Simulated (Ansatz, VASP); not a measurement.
Two plane-wave programs on Ge

```xyz
2
Lattice="-0.2986 2.6876 2.6876 2.6876 -0.2986 2.6876 2.6876 2.6876 -0.2986" Properties=species:S:1:pos:R:3 pbc="T T T"
Ge    2.5383    2.5383    2.5383
Ge    3.8075    3.8075    3.8075
```

Alike in both runs: task single point; functional PBEsol; k mesh 16 × 16 × 16; occupations gaussian, width 0.15 eV; no spin polarisation.

|  | VASP | Ansatz |
| --- | --- | --- |
| version | VASP 6.6.1 | Ansatz 0.2.0 |
| potentials or method | VASP PAW PBE potentials, release 64 (Ge_d), cutoff 520 eV | scalar-relativistic, plane waves, PAW |
| valence electrons in the cell | 28 | 28 |

Ansatz gave:

```
gap on the k mesh at the Fermi level (eV)                     : none
pressure (GPa)                                                : 4.4
traceless stress, the component that is largest in VASP (GPa) : 11.11
rms of the force components (eV/Å)                            : 1.603
```

Q: Which values does VASP return?

A: gap on the k mesh at the Fermi level (eV): none; pressure (GPa): 4.3; traceless stress, the component that is largest in VASP (GPa): 11.08; rms of the force components (eV/Å): 1.596.

VASP's potentials were made for PBE, not for PBEsol. Atom by atom the forces differ by 0.007 eV/Å (rms over components). A gap of «none» marks a metal or a gap that the smearing closes. With one functional, cell and mesh, what is left measures potentials, basis and numerics.
